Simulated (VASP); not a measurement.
A run of VASP 6.6.1:

File INCAR:

```
SYSTEM = H
  PREC = Accurate
  ENCUT = 520
  EDIFF = 1E-6
  ISMEAR = 0
  SIGMA = 0.05
  LREAL = .False.
  LASPH = .True.
  NELM = 80
  ALGO = Normal
  ISIF = 2
  LWAVE = .False.
  LCHARG = .True.
  GGA = CA
  LELF = .True.
  LVHAR = .True.
  NBANDS = 6
```

Contents of KPOINTS:

```
regular mesh
0
Gamma
  10 10 26
  0 0 0
```

Contents of POSCAR:

```
H
1.0
    2.6496387389      0.0000000000      0.0000000000
    0.0000000000      2.6496387389      0.0165602421
    0.0000000000      0.0061280808      0.9804929200
H
1
Direct
    0.0000000000      0.0000000000      0.5000000000
```

Potentials or basis: VASP PAW LDA potentials, release 64 (H).

The run is started by

```sh
$ cat potpaw_LDA.64/H/POTCAR > POTCAR
$ mpirun -np 1 vasp_std > vasp.out
```

Hardware: 1 thread of Intel(R) Xeon(R) 6975P-C (Granite Rapids) (shared host).

**Question.** How long does it take, and how much memory?

**Answer.** It took 10 s on 1 thread of Intel(R) Xeon(R) 6975P-C (Granite Rapids) (shared host), peak memory 0.12 GiB. Counts: scf iterations 10, k points 792.
